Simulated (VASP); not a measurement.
# Co (P6/mmm) in VASP: notebook

Runs on Co. Level: r2SCAN. Tasks: single point.

Everything below comes from runs of VASP 6.6.1. Logs are shortened: lines on timing, memory, paths and dates and some standing lists are left out, and cuts for length are marked.

**1. The cell of the first run**

Symmetry: P6/mmm, No. 191, hexagonal system. Conventional cell: a = 3.859 Å, b = 3.859 Å, c = 2.366 Å, α = 90.00°, β = 90.00°, γ = 120.00°. Co (site symmetry 6/mmm) has 14 Co at 2.37 to 2.52 Å within 3.1 Å. Co (site symmetry -6m2) has 11 Co at 2.23 to 2.52 Å within 2.9 Å.

**2. Single point, r2SCAN**

Contents of POSCAR:

```
Co
1.0
    3.8589857588      0.0000000000      0.0000000000
   -1.9294928794      3.3419796999      0.0000000000
    0.0000000000      0.0000000000      2.3661206660
Co
3
Direct
    0.0000000000      0.0000000000      0.0000000000
    0.3333333333      0.6666666667      0.5000000000
    0.6666666667      0.3333333333      0.5000000000
```

Contents of INCAR.step1:

```
SYSTEM = Co
PREC = Accurate
ENCUT = 520
ISMEAR = -1
SIGMA = 0.1
LREAL = .FALSE.
LASPH = .TRUE.
NELM = 60
NBANDS = 20
GGA = PE
ALGO = Normal
EDIFF = 1E-4
LWAVE = .TRUE.
LCHARG = .FALSE.
```

Contents of INCAR.step2:

```
SYSTEM = Co
PREC = Accurate
ENCUT = 520
EDIFF = 1E-6
ISMEAR = -1
SIGMA = 0.1
LREAL = .FALSE.
LASPH = .TRUE.
NELM = 60
ALGO = Normal
ISIF = 2
LWAVE = .FALSE.
LCHARG = .TRUE.
METAGGA = R2SCAN
LMIXTAU = .TRUE.
LELF = .TRUE.
LVHAR = .TRUE.
NBANDS = 20
ISTART = 1
```

Contents of KPOINTS:

```
Automatic mesh
0
G
  9 9 13
  0 0 0
```

Potentials or basis: VASP PAW PBE potentials, release 64 (Co).

Launch:

```
$ cat potpaw_PBE.64/Co/POTCAR > POTCAR
$ cp INCAR.step1 INCAR
$ mpirun -np 1 vasp_std > vasp.out
$ cp INCAR.step2 INCAR
$ mpirun -np 1 vasp_std > vasp.out
```

OUTCAR:

```text
SYSTEM = Co
   PREC = Accurate
   ENCUT = 520
   EDIFF = 1E-6
   ISMEAR = -1
   LREAL = .FALSE.
   LASPH = .TRUE.
   NELM = 60
   ISIF = 2
   METAGGA = R2SCAN
   ISTART = 1

 ion  position               nearest neighbor table
   1  0.000  0.000  0.000-   2 2.52   3 2.52   2 2.52   3 2.52   2 2.52   2 2.52   3 2.52   3 2.52
                             3 2.52   3 2.52   2 2.52   2 2.52
   2  0.333  0.667  0.500-   3 2.23   3 2.23   3 2.23   1 2.52   1 2.52   1 2.52   1 2.52   1 2.52
                             1 2.52
   3  0.667  0.333  0.500-   2 2.23   2 2.23   2 2.23   1 2.52   1 2.52   1 2.52   1 2.52   1 2.52
                             1 2.52

  LATTYP: Found a hexagonal cell.
 ALAT       =     3.8589857588
 C/A-ratio  =     0.6131457367

  Lattice vectors:

 A1 = (   3.8589857588,   0.0000000000,   0.0000000000)
 A2 = (  -1.9294928794,   3.3419796999,   0.0000000000)
 A3 = (   0.0000000000,   0.0000000000,   2.3661206660)

Analysis of symmetry for initial positions (statically):
=====================================================================
 Subroutine PRICEL returns:
 Original cell was already a primitive cell.

 Routine SETGRP: Setting up the symmetry group for a
 hexagonal supercell.

 Subroutine GETGRP returns: Found 24 space group operations
 (whereof 24 operations were pure point group operations)
 out of a pool of 24 trial point group operations.

The static configuration has the point symmetry D_6h.

Analysis of symmetry for dynamics (positions and initial velocities):
=====================================================================
 Subroutine PRICEL returns:
 Original cell was already a primitive cell.

 Routine SETGRP: Setting up the symmetry group for a
 hexagonal supercell.

 Subroutine GETGRP returns: Found 24 space group operations
 (whereof 24 operations were pure point group operations)
 out of a pool of 24 trial point group operations.

The dynamic configuration has the point symmetry D_6h.

 Subroutine INISYM returns: Found 24 space group operations
 (whereof 24 operations are pure point group operations),
 and found     1 'primitive' translations

----------------------------------------------------------------------------------------

                                     Primitive cell

  volume of cell :      30.5150

  direct lattice vectors                    reciprocal lattice vectors
     3.858985759  0.000000000  0.000000000     0.259135447  0.149611920  0.000000000
    -1.929492879  3.341979700  0.000000000     0.000000000  0.299223840  0.000000000
     0.000000000  0.000000000  2.366120666     0.000000000  0.000000000  0.422632715

  length of vectors
     3.858985759  3.858985759  2.366120666     0.299223840  0.299223840  0.422632715

  position of ions in fractional coordinates (direct lattice)
     0.000000000  0.000000000  0.000000000
     0.333333333  0.666666667  0.500000000
     0.666666667  0.333333333  0.500000000

  ion indices of the primitive-cell ions
   primitive index   ion index
                 1           1
                 2           2
                 3           3

----------------------------------------------------------------------------------------

 KPOINTS: Automatic mesh

Automatic generation of k-mesh.
 Grid dimensions read from file:
 generate k-points for:    9    9   13

 Generating k-lattice:

  Cartesian coordinates                     Fractional coordinates (reciprocal lattice)
     0.028792827  0.016623547  0.000000000     0.111111111  0.000000000  0.000000000
     0.000000000  0.033247093  0.000000000     0.000000000  0.111111111  0.000000000
     0.000000000  0.000000000  0.032510209     0.000000000  0.000000000  0.076923077

  Length of vectors
     0.033247093  0.033247093  0.032510209

  Shift w.r.t. Gamma in fractional coordinates (k-lattice)
     0.000000000  0.000000000  0.000000000

 Subroutine IBZKPT returns following result:
 ===========================================

 Found     84 irreducible k-points:

 Following reciprocal coordinates:
            Coordinates               Weight
  0.000000  0.000000  0.000000      1.000000
  0.111111 -0.000000  0.000000      6.000000
  0.222222  0.000000  0.000000      6.000000
  0.333333  0.000000  0.000000      6.000000
  0.444444  0.000000  0.000000      6.000000
  0.111111  0.111111  0.000000      6.000000
[... 16 lines left out ...]
  0.333333  0.222222  0.076923     24.000000
  0.333333  0.333333  0.076923      4.000000
 [... further k-points ...]
   k-points           NKPTS =     84   k-points in BZ     NKDIM =     84   number of bands    NBANDS=     20
   number of dos      NEDOS =    301   number of ions     NIONS =      3
   total plane-waves  NPLWV =  16200
   dimension x,y,z NGX =    30 NGY =   30 NGZ =   18
   dimension x,y,z NGXF=    60 NGYF=   60 NGZF=   36
   ions per type =               3
   NGX,Y,Z   is equivalent  to a cutoff of  12.92, 12.92, 12.65 a.u.
   NGXF,Y,Z  is equivalent  to a cutoff of  25.85, 25.85, 25.29 a.u.
 SYSTEM =  Co
   PREC   = accura    normal or accurate (medium, high low for compatibility)
   ISTART =      1    job   : 0-new  1-cont  2-samecut
   ICHARG =      0    charge: 1-file 2-atom 10-const
   ISPIN  =      1    spin polarized calculation?
   LNONCOLLINEAR =      F non collinear calculations
   LSORBIT =      F    spin-orbit coupling
   LASPH  =      T    aspherical Exc in radial PAW
   ENCUT  =  520.0 eV  38.22 Ry    6.18 a.u.   7.18  7.18  4.40*2*pi/ulx,y,z
   NELM   =     60;   NELMIN=  2; NELMDL=  0     # of ELM steps
   EDIFF  = 0.1E-05   stopping-criterion for ELM
   LREAL  =      F    real-space projection
   EDIFFG = 0.1E-04   stopping-criterion for IOM
   NSW    =      0    number of steps for IOM
   IBRION =     -1    ionic relax: 0-MD 1-quasi-New 2-CG
   NFREE  =      0    steps in history (QN), initial steepest desc. (CG)
   ISIF   =      2    stress and relaxation
   ISYM   =      2    0-nonsym 1-usesym 2-fastsym
   POTIM  = 0.5000    time-step for ionic-motion
   TEBEG  =    0.0;   TEEND  =   0.0 temperature during run
   PSTRESS=    0.0 pullay stress
   NELECT =      27.0000    total number of electrons
   NUPDOWN=      -1.0000    fix difference up-down
   EMIN   =  10.00;   EMAX   =-10.00  energy-range for DOS
   EFERMI =   0.00;   METHOD = LEGACY
   ISMEAR =    -1;   SIGMA  =   0.10  broadening in eV -4-tet -1-fermi 0-gaus
   EFERMI_NEDOS =   21; number of points for ismear=-14 and -15
   IALGO  =     38    algorithm
   IMIX   =      4    mixing-type and parameters
     AMIX     =   0.40;   BMIX     =  1.00
     AMIX_MAG =   1.60;   BMIX_MAG =  1.00
  volume/ion in A,a.u.               =      10.17        68.64
  Fermi-wavevector in a.u.,A,eV,Ry     =   1.571658  2.970004 33.607884  2.470110
  Thomas-Fermi vector in A             =   2.673209
   LORBIT       =      0    0 simple, 1 ext, 2 COOP (PROOUT), +10 PAW based schemes
   METAGGA = R2SCAN    functional components
   LHFCALC =     F    Hartree Fock is set to
   AEXX    =    0.0000 exact exchange contribution
   IVDW    =     0    specifies the selected vdW correction
   LEPSILON=     F    determine dielectric tensor
   LRPA    =     F    only Hartree local field effects (RPA)
 non-spin polarized calculation
  energy-cutoff  :      520.00
  volume of cell :       30.52
 maximum number of plane-waves:       843
 NGX is ok and might be reduce to    30
   NGX = 15   NGY = 15   NGZ =  9

 number of electron      26.9999973 magnetization

 Free energy of the ion-electron system (eV)
  ---------------------------------------------------
  ext. energy  EPLUGINS =         0.00000000
  ---------------------------------------------------
  free energy    TOTEN  =       -37.80173053 eV

  energy without entropy =      -37.52377649  energy(sigma->0) =      -37.66275351

 E-fermi :  10.9593     XC(G=0): -15.0338

 val. band max:       10.9541964896   @ k =   0.2222   0.0000   0.4615
 cond. band min:      10.9593323669   @ k =   0.3333   0.0000   0.2308
 fundamental gap:      0.0051358773
 Fermi energy:        10.9592999706

 k-point     1 :       0.0000    0.0000    0.0000
  band No.  band energies     occupation
      1       1.3147      2.00000
      2       6.4472      2.00000
      3       7.8029      2.00000
      4       7.8029      2.00000
      5       7.8345      2.00000
      6       7.8345      2.00000
[... 12 lines left out ...]
     19      18.4402      0.00000
     20      18.4402      0.00000

 k-point     2 :       0.1111   -0.0000    0.0000
  band No.  band energies     occupation
      1       1.5052      2.00000
      2       6.4637      2.00000
      3       7.3477      2.00000
      4       7.5725      2.00000
      5       7.8537      2.00000
      6       8.2574      2.00000
[... 12 lines left out ...]
     19      19.4328      0.00000
     20      20.4071      0.00000

 k-point     3 :       0.2222    0.0000    0.0000
  band No.  band energies     occupation
      1       2.0628      2.00000
      2       6.3533      2.00000
      3       6.9360      2.00000
      4       7.4926      2.00000
      5       7.5013      2.00000
      6       8.4191      2.00000
[... 12 lines left out ...]
     19      19.4002      0.00000
     20      22.5385      0.00000

 k-point     4 :       0.3333    0.0000    0.0000
  band No.  band energies     occupation
      1       2.9423      2.00000
      2       5.9687      2.00000
      3       6.4082      2.00000
      4       7.4072      2.00000
      5       7.5661      2.00000
      6       8.2599      2.00000
[... 12 lines left out ...]
     19      19.3049      0.00000
     20      24.8117      0.00000

 k-point     5 :       0.4444    0.0000    0.0000
  band No.  band energies     occupation
      1       4.0502      2.00000
      2       5.2302      2.00000
      3       5.8736      2.00000
      4       7.6718      2.00000
      5       7.6798      2.00000
      6       7.9927      2.00000
[... 12 lines left out ...]
     19      19.2607      0.00000
     20      27.2187      0.00000
[... 353 lines left out ...]
      6       7.9358      2.00000
[... 12 lines left out ...]
     19      20.0636      0.00000
     20      27.3146      0.00000

 k-point    22 :       0.2222    0.2222    0.0769
  band No.  band energies     occupation
      1       3.5733      2.00000
      2       5.8570      2.00000
      3       6.2475      2.00000
      4       7.5260      2.00000
      5       8.0358      2.00000
      6       8.3214      2.00000
[... 12 lines left out ...]
     19      22.1308      0.00000
     20      22.2150      0.00000

 k-point    23 :       0.3333    0.2222    0.0769
  band No.  band energies     occupation
      1       4.5224      2.00000
      2       5.4038      2.00000
      3       5.8482      2.00000
      4       7.8253      2.00000
      5       7.9689      2.00000
      6       8.1540      2.00000
[... 12 lines left out ...]
     19      21.9891      0.00000
     20      24.5236      0.00000

 k-point    24 :       0.3333    0.3333    0.0769
  band No.  band energies     occupation
      1       5.0015      2.00000
      2       5.4508      2.00000
      3       5.4508      2.00000
      4       7.9820      2.00000
      5       7.9820      2.00000
      6       8.1809      2.00000
[... 12 lines left out ...]
     19      24.3163      0.00000
     20      24.4671      0.00000

 [... further k-points ...]
[... 5 lines left out ...]
  --------------------------------------------------------------------------------------
  -------------------------------------------------------------------------------------
  Total        0.0889183      0.0889183      0.0343680     -0.0000000     -0.0000000     -0.0000000
  in kB        4.6686116      4.6686116      1.8044742     -0.0000000     -0.0000000     -0.0000000
  external PRESSURE =       3.7138991 kB  Pullay stress =       0.0000000 kB

 VOLUME and BASIS-vectors are now :
 -----------------------------------------------------------------------------
  energy-cutoff  :      520.00
  volume of cell :       30.52
      direct lattice vectors                 reciprocal lattice vectors
     3.858985759  0.000000000  0.000000000     0.259135447  0.149611920  0.000000000
    -1.929492879  3.341979700  0.000000000     0.000000000  0.299223840  0.000000000
     0.000000000  0.000000000  2.366120666     0.000000000  0.000000000  0.422632715

 POSITION                                       TOTAL-FORCE (eV/Angst)
 -----------------------------------------------------------------------------------
      0.00000      0.00000      0.00000        -0.000000      0.000000      0.000000
     -0.00000      2.22799      1.18306        -0.000000      0.000000      0.000000
      1.92949      1.11399      1.18306         0.000000      0.000000      0.000000
 -----------------------------------------------------------------------------------
    total drift:                               -0.000000      0.000000      0.000000

  FREE ENERGIE OF THE ION-ELECTRON SYSTEM (eV)
  ---------------------------------------------------
  free  energy   TOTEN  =       -37.8017305276 eV

  energy  without entropy=      -37.5237764912  energy(sigma->0) =      -37.66275351
```

Run time: 2.4 min. Hardware: 1 thread of Intel Xeon Platinum 8488C (Sapphire Rapids), shared host; peak memory 0.17 GiB.

What came out:

| Item | Value |
| --- | --- |
| Free energy | -37.8017 eV |
| Pressure | 0.4 GPa |

Stress tensor (GPa, compression positive):
```
0.47 0.00 0.00
0.00 0.47 0.00
0.00 0.00 0.18
```

Caveat: the PAW data sets were made with another functional, which shifts forces and pressure a little; the run has no spin polarisation, though such a crystal can be magnetic. Spin polarisation is off, so any magnetic state and its effect on volume and gap are missing.

(Part 1 of 2 ends here.)
